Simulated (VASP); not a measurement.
# Zr3SnO8 (Cmmm) in VASP: single point with PBE

Aim: the single point of Zr3SnO8 with PBE.

Program: VASP 6.6.1. These are calculated values, not measurements. Logs are shortened: lines on timing, memory, paths and dates and some standing lists are left out, and cuts for length are marked.

### 1 The cell of the first run

Symmetry: Cmmm, No. 65, orthorhombic system. Conventional cell: a = 6.831 Å, b = 6.872 Å, c = 6.489 Å, α = 90.00°, β = 90.00°, γ = 90.00°. Zr (site symmetry mm2) has 6 O at 2.10 Å within 2.8 Å. Within 2.8 Å of Zr (site symmetry mmm) lie 6 O at 2.09 to 2.12 Å. Within 2.8 Å of O (site symmetry m) lie 1 Sn at 2.08 Å and 2 Zr at 2.10 to 2.12 Å and 1 O at 2.66 Å. Within 2.8 Å of O (site symmetry 2mm) lie 3 Zr at 2.09 to 2.10 Å and 1 O at 2.65 Å. Within 2.7 Å of O (site symmetry 2mm) lie 1 Sn at 2.07 Å and 2 Zr at 2.10 Å and 1 O at 2.70 Å. Sn (site symmetry mmm) has 6 O at 2.07 to 2.08 Å within 2.7 Å.

### 2 Single point, PBE

Contents of INCAR:

```
  PREC = Accurate
  ENCUT = 520
  EDIFF = 1E-6
  ISMEAR = -1
  SIGMA = 0.02
  LREAL = False
  LASPH = True
  NELM = 100
  ALGO = Normal
  ISIF = 2
  LWAVE = False
  LCHARG = False
  GGA = PE
  NBANDS = 61
```

Contents of KPOINTS:

```
Automatic mesh
0
Gamma
  6 6 4
```

Contents of POSCAR:

```
Zr3SnO8
1.0
    3.4359306402     -3.4156115997      0.0000000000
    3.4359306402      3.4156115997      0.0000000000
    0.0000000000      0.0000000000      6.4894971838
Zr O Sn
3 8 1
Direct
    0.5000000000      0.5000000000      0.2512738465
    0.0000000000      0.0000000000      0.0000000000
    0.5000000000      0.5000000000      0.7487261535
    0.1937218253      0.1937218253      0.2536372959
    0.8062781747      0.8062781747      0.2536372959
    0.6937581527      0.3062418473      0.0000000000
    0.3062418473      0.6937581527      0.0000000000
    0.1937218253      0.1937218253      0.7463627041
    0.8062781747      0.8062781747      0.7463627041
    0.6973704843      0.3026295157      0.5000000000
    0.3026295157      0.6973704843      0.5000000000
    0.0000000000      0.0000000000      0.5000000000
```

Potentials or basis: VASP PAW PBE potentials, release 64 (Zr_sv, O, Sn_d).

Command:

```bash
$ cat potpaw_PBE.64/Zr_sv/POTCAR potpaw_PBE.64/O/POTCAR potpaw_PBE.64/Sn_d/POTCAR > POTCAR
$ mpirun -np 1 vasp_std > vasp.out
```

OUTCAR:

```text
PREC = Accurate
   ENCUT = 520
   EDIFF = 1E-6
   ISMEAR = -1
   LREAL = False
   LASPH = True
   NELM = 100
   ISIF = 2
   GGA = PE

 ion  position               nearest neighbor table
   1  0.500  0.500  0.251-   6 2.10   7 2.10  10 2.10  11 2.10   4 2.10   5 2.10   3 3.23   3 3.26
                            12 3.78  12 3.78   2 3.78   2 3.78  12 3.80  12 3.80   2 3.80   2 3.80
   2  0.000  0.000  0.000-   6 2.09   7 2.09   4 2.12   5 2.12   8 2.12   9 2.12  12 3.24  12 3.24
                             1 3.78   3 3.78   1 3.78   3 3.78   1 3.80   3 3.80   1 3.80   3 3.80
   3  0.500  0.500  0.749-   6 2.10   7 2.10  10 2.10  11 2.10   8 2.10   9 2.10   1 3.23   1 3.26
                            12 3.78  12 3.78   2 3.78   2 3.78  12 3.80  12 3.80   2 3.80   2 3.80
   4  0.194  0.194  0.254-  12 2.08   1 2.10   2 2.12
   5  0.806  0.806  0.254-  12 2.08   1 2.10   2 2.12
   6  0.694  0.306  0.000-   2 2.09   1 2.10   3 2.10
   7  0.306  0.694  0.000-   2 2.09   1 2.10   3 2.10
   8  0.194  0.194  0.746-  12 2.08   3 2.10   2 2.12
   9  0.806  0.806  0.746-  12 2.08   3 2.10   2 2.12
  10  0.697  0.303  0.500-  12 2.07   3 2.10   1 2.10
  11  0.303  0.697  0.500-  12 2.07   3 2.10   1 2.10
  12  0.000  0.000  0.500-  10 2.07  11 2.07   8 2.08   9 2.08   4 2.08   5 2.08   2 3.24   2 3.24
                             1 3.78   3 3.78   1 3.78   3 3.78   3 3.80   1 3.80   1 3.80   3 3.80

  LATTYP: Found a base centered orthorhombic cell.
 ALAT       =     6.8312231994
 B/A-ratio  =     1.0059488733
 C/A-ratio  =     0.9499758673

  Lattice vectors:

 A1 = (  -3.4359306402,  -3.4156115997,   0.0000000000)
 A2 = (   3.4359306402,  -3.4156115997,   0.0000000000)
 A3 = (   0.0000000000,   0.0000000000,   6.4894971838)

Analysis of symmetry for initial positions (statically):
=====================================================================
 Subroutine PRICEL returns:
 Original cell was already a primitive cell.

 Routine SETGRP: Setting up the symmetry group for a
 base centered orthorhombic supercell.

 Subroutine GETGRP returns: Found  8 space group operations
 (whereof  8 operations were pure point group operations)
 out of a pool of  8 trial point group operations.

The static configuration has the point symmetry D_2h.

Analysis of symmetry for dynamics (positions and initial velocities):
=====================================================================
 Subroutine PRICEL returns:
 Original cell was already a primitive cell.

 Routine SETGRP: Setting up the symmetry group for a
 base centered orthorhombic supercell.

 Subroutine GETGRP returns: Found  8 space group operations
 (whereof  8 operations were pure point group operations)
[... 132 lines left out ...]
   PSTRESS=    0.0 pullay stress
   NELECT =      98.0000    total number of electrons
   NUPDOWN=      -1.0000    fix difference up-down
   EMIN   =  10.00;   EMAX   =-10.00  energy-range for DOS
   EFERMI =   0.00;   METHOD = LEGACY
   ISMEAR =    -1;   SIGMA  =   0.02  broadening in eV -4-tet -1-fermi 0-gaus
   EFERMI_NEDOS =   21; number of points for ismear=-14 and -15
   IALGO  =     38    algorithm
   IMIX   =      4    mixing-type and parameters
     AMIX     =   0.40;   BMIX     =  1.00
     AMIX_MAG =   1.60;   BMIX_MAG =  1.00
  volume/ion in A,a.u.               =      12.69        85.66
  Fermi-wavevector in a.u.,A,eV,Ry     =   1.413293  2.670737 27.176239  1.997397
  Thomas-Fermi vector in A             =   2.534954
   LORBIT       =      0    0 simple, 1 ext, 2 COOP (PROOUT), +10 PAW based schemes
   GGA     = PE    functional components
[... 5 lines left out ...]
 non-spin polarized calculation
  energy-cutoff  :      520.00
  volume of cell :      152.32
 maximum number of plane-waves:      4136
   NGX = 19   NGY = 19   NGZ = 25

 number of electron      97.9999967 magnetization

 Free energy of the ion-electron system (eV)
  ---------------------------------------------------
  ext. energy  EPLUGINS =         0.00000000
  ---------------------------------------------------
  free energy    TOTEN  =      -104.31343715 eV

  energy without entropy =     -104.31343715  energy(sigma->0) =     -104.31343715

 E-fermi :   5.5076     XC(G=0): -10.8743

 val. band max:        5.0891410248   @ k =   0.0000   0.0000   0.0000
 cond. band min:       7.8410774524   @ k =   0.0000   0.0000   0.0000
 fundamental gap:      2.7519364276
 Fermi energy:         5.5075941760

 k-point     1 :       0.0000    0.0000    0.0000
  band No.  band energies     occupation
      1     -42.6385      2.00000
      2     -42.5498      2.00000
      3     -42.4984      2.00000
      4     -21.2646      2.00000
      5     -20.9854      2.00000
      6     -20.9313      2.00000
[... 1525 lines left out ...]
     60      12.7783      0.00000
     61      12.9617      0.00000

 [... further k-points ...]

------------------------ aborting loop because EDIFF is reached ----------------------------------------

  FORCE on cell =-STRESS in cart. coord.  units (eV):
  Direction    XX          YY          ZZ          XY          YZ          ZX
  --------------------------------------------------------------------------------------
  -------------------------------------------------------------------------------------
  Total        4.1562464      4.4169455      4.6475995     -0.0000000      0.0000000      0.0000000
  in kB       43.7177652     46.4599468     48.8860967     -0.0000000      0.0000000      0.0000000
  external PRESSURE =      46.3546029 kB  Pullay stress =       0.0000000 kB

 VOLUME and BASIS-vectors are now :
 -----------------------------------------------------------------------------
  energy-cutoff  :      520.00
  volume of cell :      152.32
      direct lattice vectors                 reciprocal lattice vectors
     3.435930640 -3.415611600  0.000000000     0.145520982 -0.146386668  0.000000000
     3.435930640  3.415611600  0.000000000     0.145520982  0.146386668  0.000000000
     0.000000000  0.000000000  6.489497184     0.000000000  0.000000000  0.154095144

 POSITION                                       TOTAL-FORCE (eV/Angst)
 -----------------------------------------------------------------------------------
      3.43593      0.00000      1.63064         0.000000     -0.000000     -0.021155
      0.00000      0.00000      0.00000         0.000000     -0.000000     -0.000000
      3.43593      0.00000      4.85886         0.000000     -0.000000      0.021155
      1.33123      0.00000      1.64598         0.170510     -0.000000     -0.178803
      5.54063      0.00000      1.64598        -0.170510     -0.000000     -0.178803
      3.43593     -1.32361      0.00000         0.000000     -0.016071      0.000000
      3.43593      1.32361      0.00000         0.000000      0.016071     -0.000000
      1.33123      0.00000      4.84352         0.170510     -0.000000      0.178803
      5.54063      0.00000      4.84352        -0.170510     -0.000000      0.178803
      3.43593     -1.34828      3.24475         0.000000      0.223221      0.000000
      3.43593      1.34828      3.24475         0.000000     -0.223221     -0.000000
      0.00000      0.00000      3.24475         0.000000      0.000000     -0.000000
 -----------------------------------------------------------------------------------
    total drift:                                0.000000      0.000000      0.000000

  FREE ENERGIE OF THE ION-ELECTRON SYSTEM (eV)
  ---------------------------------------------------
  free  energy   TOTEN  =      -104.3134371463 eV

  energy  without entropy=     -104.3134371463  energy(sigma->0) =     -104.31343715
```

stdout:

```text
POSCAR found type information on POSCAR ZrO Sn
 POSCAR found :  3 types and      12 ions
 scaLAPACK will be used
 LDA part: xc-table for (Slater+PW92), standard interpolation
 POSCAR, INCAR and KPOINTS ok, starting setup
 FFT: planning ... GRIDC
 FFT: planning ... GRID_SOFT
 FFT: planning ... GRID
 WAVECAR not read
 entering main loop
```

It took 5.7 min on 1 thread of Intel Xeon Platinum 8259CL at 2.50GHz (Skylake/Cascade Lake), shared host; peak memory 0.43 GiB.

Results:

```
Free energy            : -104.3134 eV
Pressure               : 4.6 GPa
Largest force          : 0.247 eV/Å
Band gap on the k mesh : 2.75 eV
```

Forces on the atoms (eV/Å):
```
Zr   0.000  0.000 -0.021
Zr   0.000  0.000  0.000
Zr   0.000  0.000  0.021
O    0.171  0.000 -0.179
O   -0.171  0.000 -0.179
O    0.000 -0.016  0.000
O    0.000  0.016  0.000
O    0.171  0.000  0.179
O   -0.171  0.000  0.179
O    0.000  0.223  0.000
O    0.000 -0.223  0.000
Sn   0.000  0.000  0.000
```

Stress tensor (GPa, compression positive):
```
4.37 0.00 0.00
0.00 4.65 0.00
0.00 0.00 4.89
```

Caveat: the cell stands under pressure; spin-orbit coupling is left out, which moves the levels of the heavy elements. A k mesh can miss the band edges.
